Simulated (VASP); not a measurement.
# MgSb2 (Cmcm) in VASP: further runs

Runs on MgSb2. Level: PBEsol+D4. Tasks: single point.

All numbers are computed with VASP 6.6.1; they aren't measurements. Logs are shortened: lines on timing, memory, paths and dates and some standing lists are left out, and cuts for length are marked.

## (1) The cell of the first run

Symmetry: Cmcm, No. 63, orthorhombic system. Conventional cell: a = 9.473 Å, b = 5.931 Å, c = 5.653 Å, α = 90.00°, β = 90.00°, γ = 90.00°. Mg (site symmetry m2m) has 10 Sb at 3.17 to 3.44 Å and 2 Mg at 3.57 Å within 4.2 Å. Within 4.1 Å of Sb (site symmetry m) lie 7 Sb at 3.14 to 3.69 Å and 5 Mg at 3.17 to 3.44 Å.

## (2) Single point, PBEsol+D4

Input file INCAR:

```
SYSTEM = MgSb2
PREC     = Accurate       ! precision mode
ENCUT    = 520            ! plane-wave cutoff, eV
EDIFF    = 1E-6           ! SCF threshold, eV
ISMEAR   = -1             ! smearing method
SIGMA    = 0.1            ! smearing width, eV
LREAL    = .FALSE.        ! projectors in reciprocal space
LASPH    = .TRUE.         ! aspherical terms in the spheres
NELM     = 80             ! most SCF steps
ALGO     = Normal         ! electronic algorithm
ISIF     = 2              ! what is computed and relaxed
LWAVE    = .FALSE.        ! write WAVECAR
LCHARG   = .FALSE.        ! write CHGCAR
GGA      = PS             ! functional
IVDW     = 13             ! dispersion correction
NBANDS   = 21             ! bands
```

Input file KPOINTS:

```
Automatic mesh
0
G
  4 4 4
  0 0 0
```

Input file POSCAR:

```
MgSb2
1.0
    4.7364470830     -2.9653754494      0.0000000000
    4.7364470830      2.9653754494      0.0000000000
    0.0000000000      0.0000000000      5.6532915395
Mg Sb
2 4
Direct
    0.3158830000      0.6841170000      0.7500000000
    0.6841170000      0.3158830000      0.2500000000
    0.6345660000      0.0337820000      0.7500000000
    0.9662180000      0.3654340000      0.7500000000
    0.0337820000      0.6345660000      0.2500000000
    0.3654340000      0.9662180000      0.2500000000
```

Potentials or basis: VASP PAW PBE potentials, release 64 (Mg, Sb).

Run with:

```bash
> cat potpaw_PBE.64/Mg/POTCAR potpaw_PBE.64/Sb/POTCAR > POTCAR
> mpirun -np 1 vasp_std > vasp.out
```

OUTCAR:

```text
SYSTEM = MgSb2
   PREC = Accurate
   ENCUT = 520
   EDIFF = 1E-6
   ISMEAR = -1
   LREAL = .FALSE.
   LASPH = .TRUE.
   NELM = 80
   ISIF = 2
   GGA = PS
   IVDW = 13

 ion  position               nearest neighbor table
   1  0.316  0.684  0.750-   3 3.17   4 3.17   4 3.27   3 3.27   6 3.31   5 3.31   6 3.31   5 3.31
                             4 3.44   3 3.44   2 3.57   2 3.57
   2  0.684  0.316  0.250-   5 3.17   6 3.17   6 3.27   5 3.27   4 3.31   3 3.31   4 3.31   3 3.31
                             5 3.44   6 3.44   1 3.57   1 3.57
   3  0.635  0.034  0.750-   4 3.14   1 3.17   1 3.27   6 3.30   6 3.30   2 3.31   2 3.31   4 3.37
                             4 3.37   1 3.44   5 3.69   5 3.69
   4  0.966  0.365  0.750-   3 3.14   1 3.17   1 3.27   5 3.30   5 3.30   2 3.31   2 3.31   3 3.37
                             3 3.37   1 3.44   6 3.69   6 3.69
   5  0.034  0.635  0.250-   6 3.14   2 3.17   2 3.27   4 3.30   4 3.30   1 3.31   1 3.31   6 3.37
                             6 3.37   2 3.44   3 3.69   3 3.69
   6  0.365  0.966  0.250-   5 3.14   2 3.17   2 3.27   3 3.30   3 3.30   1 3.31   1 3.31   5 3.37
                             5 3.37   2 3.44   4 3.69   4 3.69

  LATTYP: Found a base centered orthorhombic cell.
 ALAT       =     5.9307508988
 B/A-ratio  =     1.5972503866
 C/A-ratio  =     0.9532168246

  Lattice vectors:

 A1 = (  -4.7364470830,  -2.9653754494,   0.0000000000)
 A2 = (   4.7364470830,  -2.9653754494,   0.0000000000)
 A3 = (   0.0000000000,   0.0000000000,   5.6532915395)

Analysis of symmetry for initial positions (statically):
=====================================================================
 Subroutine PRICEL returns:
 Original cell was already a primitive cell.

 Routine SETGRP: Setting up the symmetry group for a
 base centered orthorhombic supercell.

 Subroutine GETGRP returns: Found  8 space group operations
 (whereof  4 operations were pure point group operations)
 out of a pool of  8 trial point group operations.

The static configuration has the point symmetry C_2h.
 The point group associated with its full space group is D_2h.

Analysis of symmetry for dynamics (positions and initial velocities):
=====================================================================
 Subroutine PRICEL returns:
 Original cell was already a primitive cell.

 Routine SETGRP: Setting up the symmetry group for a
 base centered orthorhombic supercell.

 Subroutine GETGRP returns: Found  8 space group operations
 (whereof  4 operations were pure point group operations)
 out of a pool of  8 trial point group operations.

The dynamic configuration has the point symmetry C_2h.
 The point group associated with its full space group is D_2h.

 Subroutine INISYM returns: Found  8 space group operations
 (whereof  4 operations are pure point group operations),
 and found     1 'primitive' translations

----------------------------------------------------------------------------------------

                                     Primitive cell

  volume of cell :     158.8048

  direct lattice vectors                    reciprocal lattice vectors
     4.736447083 -2.965375449  0.000000000     0.105564359 -0.168612713  0.000000000
     4.736447083  2.965375449  0.000000000     0.105564359  0.168612713  0.000000000
     0.000000000  0.000000000  5.653291539     0.000000000  0.000000000  0.176888100

  length of vectors
     5.588146609  5.588146609  5.653291539     0.198932353  0.198932353  0.176888100

  position of ions in fractional coordinates (direct lattice)
     0.315883000  0.684117000  0.750000000
     0.684117000  0.315883000  0.250000000
     0.634566000  0.033782000  0.750000000
     0.966218000  0.365434000  0.750000000
     0.033782000  0.634566000  0.250000000
     0.365434000  0.966218000  0.250000000

  ion indices of the primitive-cell ions
   primitive index   ion index
                 1           1
                 2           2
                 3           3
                 4           4
                 5           5
[... 59 lines left out ...]
      4      -1.0169      2.00000
      5       1.6939      2.00000
      6       2.2144      2.00000
[... 13 lines left out ...]
     20      10.4826      0.00000
     21      11.3469      0.00000

 k-point     3 :       0.5000   -0.0000    0.0000
  band No.  band energies     occupation
      1      -4.4652      2.00000
      2      -4.1608      2.00000
      3      -1.9705      2.00000
      4      -1.6254      2.00000
      5       2.1829      2.00000
      6       2.2105      2.00000
[... 13 lines left out ...]
     20      11.1589      0.00000
     21      11.4068      0.00000

 k-point     4 :       0.2500    0.2500    0.0000
  band No.  band energies     occupation
      1      -5.2106      2.00000
      2      -2.9579      2.00000
      3      -1.9449      2.00000
      4      -1.7357      2.00000
      5       1.5659      2.00000
      6       1.7094      2.00000
[... 13 lines left out ...]
     20      11.3904      0.00000
     21      11.6093      0.00000

 k-point     5 :       0.5000    0.2500    0.0000
  band No.  band energies     occupation
      1      -4.6176      2.00000
      2      -3.6387      2.00000
      3      -2.5768      2.00000
      4      -1.5133      2.00000
      5       1.7783      2.00000
      6       2.3317      2.00000
[... 13 lines left out ...]
     20      10.8328      0.00000
     21      11.9575      0.00000
[... 310 lines left out ...]
     20      11.2203      0.00000
     21      11.9820      0.00000

 k-point    19 :       0.5000    0.2500    0.5000
  band No.  band energies     occupation
      1      -3.6929      2.00000
      2      -3.6929      2.00000
      3      -2.7726      2.00000
      4      -2.7726      2.00000
      5       1.0577      2.00000
      6       1.0577      2.00000
[... 13 lines left out ...]
     20      10.6803      0.00000
     21      11.2613      0.00000

 k-point    20 :      -0.2500    0.2500    0.5000
  band No.  band energies     occupation
      1      -3.8071      2.00000
      2      -3.8071      2.00000
      3      -2.6549      2.00000
      4      -2.6549      2.00000
      5       1.0155      2.00000
      6       1.0155      2.00000
[... 13 lines left out ...]
     20      10.3210      0.00000
     21      11.1166      0.00000

 k-point    21 :       0.5000    0.5000    0.5000
  band No.  band energies     occupation
      1      -3.5394      2.00000
      2      -3.5394      2.00000
      3      -2.9315      2.00000
      4      -2.9315      2.00000
      5       1.4250      2.00000
      6       1.4250      2.00000
[... 13 lines left out ...]
     20      10.2631      0.00000
     21      10.8308      0.00000

------------------------ aborting loop because EDIFF is reached ----------------------------------------

  DFT-D4 for vdW energy calculation

  Edisp (eV):   -1.38253

  FORCE on cell =-STRESS in cart. coord.  units (eV):
  Direction    XX          YY          ZZ          XY          YZ          ZX
  --------------------------------------------------------------------------------------
  -------------------------------------------------------------------------------------
  Total      -3.51812    -4.85399    -5.52010     0.00000     0.00000     0.00000
  in kB     -35.49421   -48.97179   -55.69214     0.00000     0.00000     0.00000
  external pressure =      -46.72 kB  Pullay stress =        0.00 kB

 VOLUME and BASIS-vectors are now :
 -----------------------------------------------------------------------------
  energy-cutoff  :      520.00
  volume of cell :      158.80
      direct lattice vectors                 reciprocal lattice vectors
     4.736447083 -2.965375449  0.000000000     0.105564359 -0.168612713  0.000000000
     4.736447083  2.965375449  0.000000000     0.105564359  0.168612713  0.000000000
     0.000000000  0.000000000  5.653291539     0.000000000  0.000000000  0.176888100

 POSITION                                       TOTAL-FORCE (eV/Angst)
 -----------------------------------------------------------------------------------
      4.73645      1.09195      4.23997         0.000000      0.062559      0.000000
      4.73645     -1.09195      1.41332         0.000000     -0.062559     -0.000000
      3.16559     -1.78155      4.23997         0.239572      0.049720     -0.000000
      6.30730     -1.78155      4.23997        -0.239572      0.049720     -0.000000
      3.16559      1.78155      1.41332         0.239572     -0.049720     -0.000000
      6.30730      1.78155      1.41332        -0.239572     -0.049720     -0.000000
 -----------------------------------------------------------------------------------
    total drift:                               -0.000000     -0.000000     -0.000000

  FREE ENERGIE OF THE ION-ELECTRON SYSTEM (eV)
  ---------------------------------------------------
  free  energy   TOTEN  =       -23.1104353971 eV

  energy  without entropy=      -22.9856890024  energy(sigma->0) =      -23.04806220
```

Wall time 58 s (1 thread of Intel Xeon Platinum 8488C (Sapphire Rapids), shared host); peak memory 0.26 GiB.

Results:

```
Free energy                : -23.1104 eV
Pressure                   : -4.7 GPa
Largest force              : 0.245 eV/Å
Band gap on the k mesh     : zero (bands 12 and 13 overlap by 2.02 eV)
Dispersion energy per atom : -0.230 eV
```

Forces on the atoms (eV/Å):
```
Mg   0.000  0.063  0.000
Mg   0.000 -0.063  0.000
Sb   0.240  0.050  0.000
Sb  -0.240  0.050  0.000
Sb   0.240 -0.050  0.000
Sb  -0.240 -0.050  0.000
```

Caveat: the cell stands under tension; the PAW data sets were made with another functional, which shifts forces and pressure a little; spin-orbit coupling is left out, which moves the levels of the heavy elements.

## (3) Single point, PBEsol+D4

This run uses another cell than the first one, of 27.11 Å³/atom.

INCAR is that of step 2.

Input file KPOINTS:

```
regular mesh
0
G
  4 4 4
  0 0 0
```

POSCAR: that of step 2 with these lines changed.

```diff
@@ -2,5 +2,5 @@
 1.0
-    4.7364470830     -2.9653754494      0.0000000000
-    4.7364470830      2.9653754494      0.0000000000
-    0.0000000000      0.0000000000      5.6532915395
+    4.7746458865     -2.9892908003      0.0000000000
+    4.7746458865      2.9892908003      0.0000000000
+    0.0000000000      0.0000000000      5.6988845692
 Mg Sb
```

Potentials or basis: VASP PAW PBE potentials, release 64 (Mg, Sb).

Run with:

```bash
> cat potpaw_PBE.64/Mg/POTCAR potpaw_PBE.64/Sb/POTCAR > POTCAR
> mpirun -np 1 vasp_std > vasp.out
```

Wall time 60 s (1 thread of Intel Xeon Platinum 8488C (Sapphire Rapids), shared host); peak memory 0.27 GiB.

It converged, with:

- Free energy: -22.9865 eV
- Pressure: -5.6 GPa
- Largest force: 0.217 eV/Å
- Band gap on the k mesh: zero (bands 12 and 13 overlap by 1.94 eV)
- Dispersion energy per atom: -0.225 eV

Forces on the atoms (eV/Å):
```
Mg   0.000  0.057  0.000
Mg   0.000 -0.057  0.000
Sb   0.209  0.059  0.000
Sb  -0.209  0.059  0.000
Sb   0.209 -0.059  0.000
Sb  -0.209 -0.059  0.000
```

Stress tensor (GPa, compression positive):
```
-4.76  0.00  0.00
 0.00 -5.65  0.00
 0.00  0.00 -6.29
```

Levels at points of the mesh, in eV from the Fermi level:
```
           k point  band 9  band 10  band 11  band 12  band 13  band 14  band 15  band 16
(0.00, 0.00, 0.00)   -2.22    -1.20    -1.14    -0.85     0.52     0.55     0.75     0.77
(0.50, 0.00, 0.00)   -2.28    -2.16    -0.30     0.02     0.28     0.56     1.63     1.91
(0.50, 0.50, 0.00)   -2.05    -2.01    -1.95     0.12     0.74     1.18     1.93     2.02
(0.00, 0.00, 0.50)   -1.81    -1.81    -1.67    -1.67    -1.21    -1.21     1.26     1.26
(0.50, 0.00, 0.50)   -0.29    -0.29     0.57     0.57     0.95     0.95     1.83     1.83
(0.50, 0.50, 0.50)   -0.67    -0.67     0.67     0.67     1.64     1.64     1.89     1.89
```

Caveat: the cell stands under tension; the PAW data sets were made with another functional, which shifts forces and pressure a little; spin-orbit coupling is left out, which moves the levels of the heavy elements.

## (4) Single point, PBEsol+D4

This run uses another cell than the first one, of 27.76 Å³/atom.

Input file INCAR:

```
SYSTEM = MgSb2
ALGO = Normal
EDIFF = 1E-6
ENCUT = 520
GGA = PS
ISIF = 2
ISMEAR = -1
IVDW = 13
LASPH = .TRUE.
LCHARG = .FALSE.
LREAL = .FALSE.
LWAVE = .FALSE.
NBANDS = 21
NELM = 100
PREC = Accurate
SIGMA = 0.1
```

Input file KPOINTS:

```
k-points
0
G
  4 4 4
  0 0 0
```

POSCAR: that of step 3 with these lines changed.

```diff
@@ -2,5 +2,5 @@
 1.0
-    4.7746458865     -2.9892908003      0.0000000000
-    4.7746458865      2.9892908003      0.0000000000
-    0.0000000000      0.0000000000      5.6988845692
+    4.8122430714     -3.0128294923      0.0000000000
+    4.8122430714      3.0128294923      0.0000000000
+    0.0000000000      0.0000000000      5.7437595237
 Mg Sb
```

Run with:

```bash
> cat potpaw_PBE.64/Mg/POTCAR potpaw_PBE.64/Sb/POTCAR > POTCAR
> mpirun -np 1 vasp_std > vasp.out
```

Run time: 66 s. Hardware: 1 thread of Intel Xeon Platinum 8488C (Sapphire Rapids), shared host; peak memory 0.28 GiB.

Results (log left out):

```yaml
Free_energy: -22.8424 eV
Pressure: -6.3 GPa
Largest_force: 0.193 eV/Å
Band_gap_on_the_k_mesh: zero (bands 12 and 13 overlap by 1.87 eV)
Dispersion_energy_per_atom: -0.220 eV
```

Forces in eV/Å, atoms in the order of the input:
```
Mg   0.000  0.051  0.000
Mg   0.000 -0.051  0.000
Sb   0.181  0.066  0.000
Sb  -0.181  0.066  0.000
Sb   0.181 -0.066  0.000
Sb  -0.181 -0.066  0.000
```

Stress tensor (GPa, compression positive):
```
-5.81  0.00  0.00
 0.00 -6.29  0.00
 0.00  0.00 -6.91
```

Levels at points of the mesh, in eV from the Fermi level:
```tsv
k point	band 8	band 9	band 10	band 11	band 12	band 13	band 14	band 15	band 16	band 17
(0.00, 0.00, 0.00)	-3.06	-2.16	-1.18	-1.11	-0.83	0.50	0.54	0.75	0.76	0.94
(0.50, 0.00, 0.00)	-3.22	-2.26	-2.14	-0.29	0.04	0.27	0.57	1.55	1.88	2.58
(0.50, 0.50, 0.00)	-2.71	-1.98	-1.96	-1.91	0.11	0.72	1.13	1.93	1.96	2.50
(0.00, 0.00, 0.50)	-3.05	-1.76	-1.76	-1.65	-1.65	-1.17	-1.17	1.24	1.24	3.17
(0.50, 0.00, 0.50)	-3.92	-0.29	-0.29	0.55	0.55	0.90	0.90	1.80	1.80	2.21
(0.50, 0.50, 0.50)	-3.78	-0.70	-0.70	0.64	0.64	1.60	1.60	1.85	1.85	2.99
```

Caveat: the cell stands under tension; the PAW data sets were made with another functional, which shifts forces and pressure a little; spin-orbit coupling is left out, which moves the levels of the heavy elements.

## (5) Single point, PBEsol+D4

This run uses another cell than the first one, of 28.40 Å³/atom.

Input file INCAR:

```
PREC     = Accurate       # precision mode
ENCUT    = 520            # plane-wave cutoff, eV
EDIFF    = 1E-6           # SCF threshold, eV
ISMEAR   = -1             # smearing method
SIGMA    = 0.1            # smearing width, eV
LREAL    = False          # projectors in reciprocal space
LASPH    = True           # aspherical terms in the spheres
NELM     = 100            # most SCF steps
ALGO     = Normal         # electronic algorithm
ISIF     = 2              # what is computed and relaxed
LWAVE    = False          # write WAVECAR
LCHARG   = True           # write CHGCAR
GGA      = PS             # functional
IVDW     = 13             # dispersion correction
LELF     = True           # ELF
LVHAR    = True         
NBANDS   = 21             # bands
```

Input file KPOINTS:

```
Automatic mesh
0
Gamma
  4 4 4
```

POSCAR: that of step 4 with these lines changed.

```diff
@@ -2,5 +2,5 @@
 1.0
-    4.8122430714     -3.0128294923      0.0000000000
-    4.8122430714      3.0128294923      0.0000000000
-    0.0000000000      0.0000000000      5.7437595237
+    4.8492617805     -3.0360060146      0.0000000000
+    4.8492617805      3.0360060146      0.0000000000
+    0.0000000000      0.0000000000      5.7879440256
 Mg Sb
```

Run with:

```bash
> cat potpaw_PBE.64/Mg/POTCAR potpaw_PBE.64/Sb/POTCAR > POTCAR
> mpirun -np 1 vasp_std > vasp.out
```

It took 79 s on 1 thread of Intel Xeon Platinum 8488C (Sapphire Rapids), shared host; peak memory 0.34 GiB.

The run converged. Its results:

```
Free energy                : -22.6809 eV
Pressure                   : -7.0 GPa
Largest force              : 0.172 eV/Å
Band gap on the k mesh     : zero (bands 12 and 13 overlap by 1.80 eV)
Dispersion energy per atom : -0.215 eV
```

Forces in eV/Å, atoms in the order of the input:
```
Mg   0.000  0.047  0.000
Mg   0.000 -0.047  0.000
Sb   0.155  0.074  0.000
Sb  -0.155  0.074  0.000
Sb   0.155 -0.074  0.000
Sb  -0.155 -0.074  0.000
```

Stress tensor (GPa, compression positive):
```
-6.72  0.00  0.00
 0.00 -6.84  0.00
 0.00  0.00 -7.45
```

Levels at points of the mesh, in eV from the Fermi level:
| k point | band 9 | band 10 | band 11 | band 12 | band 13 | band 14 | band 15 | band 16 |
| --- | --- | --- | --- | --- | --- | --- | --- | --- |
| (0.00, 0.00, 0.00) | -2.11 | -1.16 | -1.08 | -0.81 | 0.48 | 0.53 | 0.74 | 0.75 |
| (0.50, 0.00, 0.00) | -2.23 | -2.12 | -0.29 | 0.06 | 0.27 | 0.58 | 1.48 | 1.84 |
| (0.50, 0.50, 0.00) | -1.92 | -1.91 | -1.87 | 0.10 | 0.70 | 1.08 | 1.85 | 2.00 |
| (0.00, 0.00, 0.50) | -1.71 | -1.71 | -1.64 | -1.64 | -1.13 | -1.13 | 1.22 | 1.22 |
| (0.50, 0.00, 0.50) | -0.30 | -0.30 | 0.53 | 0.53 | 0.87 | 0.87 | 1.76 | 1.76 |
| (0.50, 0.50, 0.50) | -0.74 | -0.74 | 0.61 | 0.61 | 1.57 | 1.57 | 1.82 | 1.82 |

Caveat: the cell stands under tension; the PAW data sets were made with another functional, which shifts forces and pressure a little; spin-orbit coupling is left out, which moves the levels of the heavy elements.

## (6) Summary

```tsv
cell	gap on the mesh (eV)	pressure (GPa)	largest force (eV/Å)
a = 5.588, b = 5.588, c = 5.653 Å, angles 90.0, 90.0, 64.1°, 6 atoms	none	-4.7	0.24
a = 5.633, b = 5.633, c = 5.699 Å, angles 90.0, 90.0, 64.1°, 6 atoms	none	-5.6	0.22
a = 5.678, b = 5.678, c = 5.744 Å, angles 90.0, 90.0, 64.1°, 6 atoms	none	-6.3	0.19
a = 5.721, b = 5.721, c = 5.788 Å, angles 90.0, 90.0, 64.1°, 6 atoms	none	-7.0	0.17
```

Alike in all rows: task single point; level PBEsol+D4; potentials or basis VASP PAW PBE potentials, release 64 (Mg, Sb); no spin polarisation; k mesh 4 × 4 × 4; cutoff (eV) 520; smearing fermi-dirac 0.1 eV.

Caveats: the cell stands under tension; the PAW data sets were made with another functional, which shifts forces and pressure a little; spin-orbit coupling is left out, which moves the levels of the heavy elements.

Absolute energies hang on the potentials; compare differences alone.
